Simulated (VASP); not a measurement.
# SnTe3 (I4mm) in VASP: relaxation of cell and atoms with PBE

Aim: the relaxation of cell and atoms of SnTe3 with PBE.

All numbers are computed with VASP 6.6.1; they aren't measurements. Logs are shortened: lines on timing, memory, paths and dates and some standing lists are left out, and cuts for length are marked.

## (1) The cell of the first run

Symmetry: I4mm, No. 107, tetragonal system. The conventional cell has a = 6.482 Å, b = 6.482 Å, c = 6.303 Å, α = 90.00°, β = 90.00°, γ = 90.00°. Within 4.1 Å of Sn (site symmetry 4mm) lie 6 Te at 3.12 to 3.24 Å. Te (site symmetry 2mm) has 4 Te at 3.15 to 3.24 Å and 2 Sn at 3.24 Å within 4.1 Å. Within 4.1 Å of Te (site symmetry 4mm) lie 2 Sn at 3.12 to 3.18 Å and 4 Te at 3.24 Å.

## (2) Relaxation of cell and atoms, PBE

Input file INCAR:

```
ALGO = Normal
EDIFF = 1E-7
EDIFFG = -0.01
ENCUT = 600
GGA = PE
IBRION = 2
ISIF = 3
ISMEAR = 0
LASPH = T
LCHARG = F
LREAL = F
LWAVE = F
NELM = 60
NSW = 100
PREC = Accurate
SIGMA = 0.1
```

Input file KPOINTS:

```
k-points
0
Gamma
  10 10 10
```

Input file POSCAR:

```
SnTe3
1.0
   -3.2410521003      3.2410521003      3.1515885197
    3.2410521003     -3.2410521003      3.1515885197
    3.2410521003      3.2410521003     -3.1515885197
Sn Te
1 3
Direct
    0.0024266272      0.0024266272      0.0000000000
    0.4997708877      0.9997708877      0.5000000000
    0.4975026446      0.4975026446      0.0000000000
    0.9997708877      0.4997708877      0.5000000000
```

Potentials or basis: VASP PAW PBE potentials, release 64 (Sn_d, Te).

Launch:

```console
$ cat potpaw_PBE.64/Sn_d/POTCAR potpaw_PBE.64/Te/POTCAR > POTCAR
$ mpirun -np 1 vasp_std > vasp.out
```

OUTCAR:

```text
EDIFF = 1E-7
   EDIFFG = -0.01
   ENCUT = 600
   GGA = PE
   IBRION = 2
   ISIF = 3
   ISMEAR = 0
   LASPH = T
   LREAL = F
   NELM = 60
   NSW = 100
   PREC = Accurate

 ion  position               nearest neighbor table
   1  0.002  0.002  0.000-   3 3.12   3 3.18   4 3.24   4 3.24   2 3.24   2 3.24
   2  0.500  1.000  0.500-   4 3.15   4 3.15   3 3.24   3 3.24   1 3.24   1 3.24
   3  0.498  0.498  0.000-   1 3.12   1 3.18   2 3.24   4 3.24   2 3.24   4 3.24
   4  1.000  0.500  0.500-   2 3.15   2 3.15   3 3.24   3 3.24   1 3.24   1 3.24

  LATTYP: Found a body centered tetragonal cell.
 ALAT       =     6.4821042006
 C/A-ratio  =     0.9723967472

  Lattice vectors:

 A1 = (  -3.2410521003,   3.2410521003,   3.1515885197)
 A2 = (   3.2410521003,  -3.2410521003,   3.1515885197)
 A3 = (   3.2410521003,   3.2410521003,  -3.1515885197)

Analysis of symmetry for initial positions (statically):
=====================================================================
 Subroutine PRICEL returns:
 Original cell was already a primitive cell.

 Routine SETGRP: Setting up the symmetry group for a
 body centered tetragonal supercell.

 Subroutine GETGRP returns: Found  8 space group operations
 (whereof  8 operations were pure point group operations)
 out of a pool of 16 trial point group operations.

The static configuration has the point symmetry C_4v.

Analysis of symmetry for dynamics (positions and initial velocities):
=====================================================================
 Subroutine PRICEL returns:
 Original cell was already a primitive cell.

 Routine SETGRP: Setting up the symmetry group for a
 body centered tetragonal supercell.

 Subroutine GETGRP returns: Found  8 space group operations
 (whereof  8 operations were pure point group operations)
 out of a pool of 16 trial point group operations.

The dynamic configuration has the point symmetry C_4v.

 Subroutine INISYM returns: Found  8 space group operations
 (whereof  8 operations are pure point group operations),
 and found     1 'primitive' translations

----------------------------------------------------------------------------------------

                                     Primitive cell

  volume of cell :     132.4224

  direct lattice vectors                    reciprocal lattice vectors
    -3.241052100  3.241052100  3.151588520     0.000000000  0.154270892  0.158650153
     3.241052100 -3.241052100  3.151588520     0.154270892  0.000000000  0.158650153
     3.241052100  3.241052100 -3.151588520     0.154270892  0.154270892  0.000000000

  length of vectors
     5.562494731  5.562494731  5.562494731     0.221290260  0.221290260  0.218171988

  position of ions in fractional coordinates (direct lattice)
     0.002426627  0.002426627  0.000000000
     0.499770888  0.999770888  0.500000000
     0.497502645  0.497502645  0.000000000
     0.999770888  0.499770888  0.500000000

  ion indices of the primitive-cell ions
   primitive index   ion index
                 1           1
                 2           2
                 3           3
                 4           4

----------------------------------------------------------------------------------------

 KPOINTS: k-points

Automatic generation of k-mesh.
 Grid dimensions read from file:
 generate k-points for:   10   10   10

 Generating k-lattice:

  Cartesian coordinates                     Fractional coordinates (reciprocal lattice)
     0.000000000  0.015427089  0.015865015     0.100000000 -0.000000000  0.000000000
     0.015427089  0.000000000  0.015865015    -0.000000000  0.100000000  0.000000000
     0.015427089  0.015427089  0.000000000     0.000000000  0.000000000  0.100000000

  Length of vectors
     0.022129026  0.022129026  0.021817199

  Shift w.r.t. Gamma in fractional coordinates (k-lattice)
     0.000000000  0.000000000  0.000000000

 Subroutine IBZKPT returns following result:
 ===========================================

 Found    102 irreducible k-points:

 Following reciprocal coordinates:
            Coordinates               Weight
  0.000000  0.000000  0.000000      1.000000
  0.100000 -0.000000  0.000000      8.000000
  0.200000 -0.000000  0.000000      8.000000
  0.300000  0.000000  0.000000      8.000000
  0.400000 -0.000000  0.000000      8.000000
  0.500000  0.000000  0.000000      4.000000
[... 16 lines left out ...]
  0.300000  0.300000  0.000000      8.000000
  0.400000  0.300000  0.000000     16.000000
 [... further k-points ...]
   k-points           NKPTS =    102   k-points in BZ     NKDIM =    102   number of bands    NBANDS=     20
   number of dos      NEDOS =    301   number of ions     NIONS =      4
   total plane-waves  NPLWV = 110592
   dimension x,y,z NGX =    48 NGY =   48 NGZ =   48
   dimension x,y,z NGXF=    96 NGYF=   96 NGZF=   96
   ions per type =               1   3
   NGX,Y,Z   is equivalent  to a cutoff of  14.35, 14.35, 14.35 a.u.
   NGXF,Y,Z  is equivalent  to a cutoff of  28.69, 28.69, 28.69 a.u.
 SYSTEM =  unknown system
   PREC   = accura    normal or accurate (medium, high low for compatibility)
   ISTART =      0    job   : 0-new  1-cont  2-samecut
   ICHARG =      2    charge: 1-file 2-atom 10-const
   ISPIN  =      1    spin polarized calculation?
   LNONCOLLINEAR =      F non collinear calculations
   LSORBIT =      F    spin-orbit coupling
   LASPH  =      T    aspherical Exc in radial PAW
   ENCUT  =  600.0 eV  44.10 Ry    6.64 a.u.  11.11 11.11 11.11*2*pi/ulx,y,z
   NELM   =     60;   NELMIN=  2; NELMDL= -5     # of ELM steps
   EDIFF  = 0.1E-06   stopping-criterion for ELM
   LREAL  =      F    real-space projection
   EDIFFG = -.1E-01   stopping-criterion for IOM
   NSW    =    100    number of steps for IOM
   IBRION =      2    ionic relax: 0-MD 1-quasi-New 2-CG
   NFREE  =      1    steps in history (QN), initial steepest desc. (CG)
   ISIF   =      3    stress and relaxation
   ISYM   =      2    0-nonsym 1-usesym 2-fastsym
   POTIM  = 0.5000    time-step for ionic-motion
   TEBEG  =    0.0;   TEEND  =   0.0 temperature during run
   PSTRESS=    0.0 pullay stress
   NELECT =      32.0000    total number of electrons
   NUPDOWN=      -1.0000    fix difference up-down
   EMIN   =  10.00;   EMAX   =-10.00  energy-range for DOS
   EFERMI =   0.00;   METHOD = LEGACY
   ISMEAR =     0;   SIGMA  =   0.10  broadening in eV -4-tet -1-fermi 0-gaus
   EFERMI_NEDOS =   21; number of points for ismear=-14 and -15
   IALGO  =     38    algorithm
   IMIX   =      4    mixing-type and parameters
     AMIX     =   0.40;   BMIX     =  1.00
     AMIX_MAG =   1.60;   BMIX_MAG =  1.00
  volume/ion in A,a.u.               =      33.11       223.41
  Fermi-wavevector in a.u.,A,eV,Ry     =   1.019697  1.926947 14.147082  1.039781
  Thomas-Fermi vector in A             =   2.153225
   LORBIT       =      0    0 simple, 1 ext, 2 COOP (PROOUT), +10 PAW based schemes
   GGA     = PE    functional components
   LHFCALC =     F    Hartree Fock is set to
   AEXX    =    0.0000 exact exchange contribution
   IVDW    =     0    specifies the selected vdW correction
   LEPSILON=     F    determine dielectric tensor
   LRPA    =     F    only Hartree local field effects (RPA)
 conjugate gradient relaxation of ions
 non-spin polarized calculation
 Gauss-broadening in eV      SIGMA  =   0.10
  energy-cutoff  :      600.00
  volume of cell :      132.42
 maximum number of plane-waves:      4456
 NGX is ok and might be reduce to    48
   NGX = 23   NGY = 23   NGZ = 23

--------------------------------------- Ionic step        1  -------------------------------------------

 number of electron      31.9999998 magnetization

 Free energy of the ion-electron system (eV)
  ---------------------------------------------------
  ext. energy  EPLUGINS =         0.00000000
  ---------------------------------------------------
  free energy    TOTEN  =       -13.65122521 eV

  energy without entropy =      -13.64443921  energy(sigma->0) =      -13.64783221

------------------------ aborting loop because EDIFF is reached ----------------------------------------

  FORCE on cell =-STRESS in cart. coord.  units (eV):
  Direction    XX          YY          ZZ          XY          YZ          ZX
  --------------------------------------------------------------------------------------
  -------------------------------------------------------------------------------------
  Total       -0.7171485     -0.7171485      1.2923230      0.0000000      0.0000000      0.0000000
  in kB       -8.6767713     -8.6767713     15.6358012      0.0000000      0.0000000      0.0000000
  external PRESSURE =      -0.5725805 kB  Pullay stress =       0.0000000 kB
[... 251 lines left out ...]
  energy  without entropy=      -13.6623037163  energy(sigma->0) =      -13.66591095

--------------------------------------- Ionic step        8  -------------------------------------------

 number of electron      32.0000000 magnetization

 Free energy of the ion-electron system (eV)
  ---------------------------------------------------
  ext. energy  EPLUGINS =         0.00000000
  ---------------------------------------------------
  free energy    TOTEN  =       -13.66959046 eV

  energy without entropy =      -13.66238306  energy(sigma->0) =      -13.66598676

 E-fermi :   6.1180     XC(G=0):  -9.2486

 val. band max:        6.0998284056   @ k =  -0.4000   0.2000   0.1000
 cond. band min:       6.1416147100   @ k =   0.2000   0.1000   0.1000
 fundamental gap:      0.0417863044
 Fermi energy:         6.1180184938

 k-point     1 :       0.0000    0.0000    0.0000
  band No.  band energies     occupation
      1     -15.3668      2.00000
      2     -15.3668      2.00000
      3     -15.3577      2.00000
      4     -15.3577      2.00000
      5     -15.3577      2.00000
      6      -6.8374      2.00000
[... 12 lines left out ...]
     19       8.6078      0.00000
[... 513 lines left out ...]
      4     -15.3575      2.00000
      5     -15.3573      2.00000
      6      -5.6274      2.00000
[... 12 lines left out ...]
     19       7.4285      0.00000
     20       8.2209      0.00000

 [... further k-points ...]

------------------------ aborting loop because EDIFF is reached ----------------------------------------

  FORCE on cell =-STRESS in cart. coord.  units (eV):
  Direction    XX          YY          ZZ          XY          YZ          ZX
  --------------------------------------------------------------------------------------
  -------------------------------------------------------------------------------------
  Total        0.0143615      0.0143615     -0.0177718      0.0000000      0.0000000      0.0000000
  in kB        0.1743298      0.1743298     -0.2157266      0.0000000      0.0000000      0.0000000
  external PRESSURE =       0.0443110 kB  Pullay stress =       0.0000000 kB
[... 19 lines left out ...]
  FREE ENERGIE OF THE ION-ELECTRON SYSTEM (eV)
  ---------------------------------------------------
  free  energy   TOTEN  =       -13.6695904636 eV

  energy  without entropy=      -13.6623830576  energy(sigma->0) =      -13.66598676

 reached required accuracy - stopping structural energy minimisation
```

Wall time 14 min (1 thread of Intel Xeon 6975P-C (Granite Rapids), shared host); peak memory 0.55 GiB.

What came out:

- Free energy: -13.6696 eV
- Relaxed volume: 33.00 Å³/atom
- Relaxed cell: a = 5.555 Å, b = 5.555 Å, c = 5.555 Å, α = 109.48°, β = 109.48°, γ = 109.44°
- Space group after relaxing (to 0.05 Å): Im-3m (No. 229)
- Energy gained by relaxing: 4.6 meV/atom
- Ionic steps: 8
- Pressure after relaxing: 0.0 GPa
- Largest force after relaxing: 0.009 eV/Å
- Band gap on the k mesh: zero (band 16 reaches 8.79 eV, above the bottom of band 17 at 5.41 eV)

Forces on the atoms (eV/Å):
```
Sn   0.000  0.000 -0.009
Te   0.000  0.000  0.000
Te   0.000  0.000  0.009
Te   0.000  0.000  0.000
```

The path:
```tsv
step	energy change (eV)	largest force (eV/Å)	pressure (GPa)	volume (Å³)
1	0.0000	0.0306	-0.06	132.42
2	-0.0179	0.0175	-0.05	132.17
3	-0.0182	0.0156	-0.03	132.12
4	-0.0182	0.0159	-0.04	132.13
5	-0.0183	0.0152	0.01	131.98
6	-0.0183	0.0151	0.02	131.95
7	-0.0183	0.0134	0.02	131.96
8	-0.0184	0.0093	0.00	131.99
```

Final structure:
```
Sn Te
1.0
    -3.20692    3.20692    3.20851
     3.20692   -3.20692    3.20851
     3.20692    3.20692   -3.20851
Sn Te
1 3
Direct
  0.00125 0.00125 0.00000
  0.49984 0.99984 0.50000
  0.49853 0.49853 0.00000
  0.99984 0.49984 0.50000
```

Levels at points of the mesh, in eV from the Fermi level:
| k point | band 12 | band 13 | band 14 | band 15 | band 16 | band 17 | band 18 | band 19 | band 20 |
| --- | --- | --- | --- | --- | --- | --- | --- | --- | --- |
| (0.00, 0.00, 0.00) | -4.20 | -3.28 | -3.28 | -3.27 | 1.95 | 1.96 | 1.96 | 2.49 | 2.49 |
| (0.50, 0.00, 0.00) | -2.26 | -1.83 | -1.80 | -1.76 | -0.80 | 0.25 | 1.04 | 1.26 | 2.53 |
| (0.50, 0.50, 0.00) | -2.26 | -1.83 | -1.79 | -1.76 | -0.80 | 0.25 | 1.03 | 1.26 | 2.52 |
| (0.50, 0.50, 0.50) | -5.36 | -2.20 | -2.20 | -2.20 | 2.67 | 2.68 | 2.68 | 4.83 | 4.83 |

Caveat: spin-orbit coupling is left out, which moves the levels of the heavy elements.
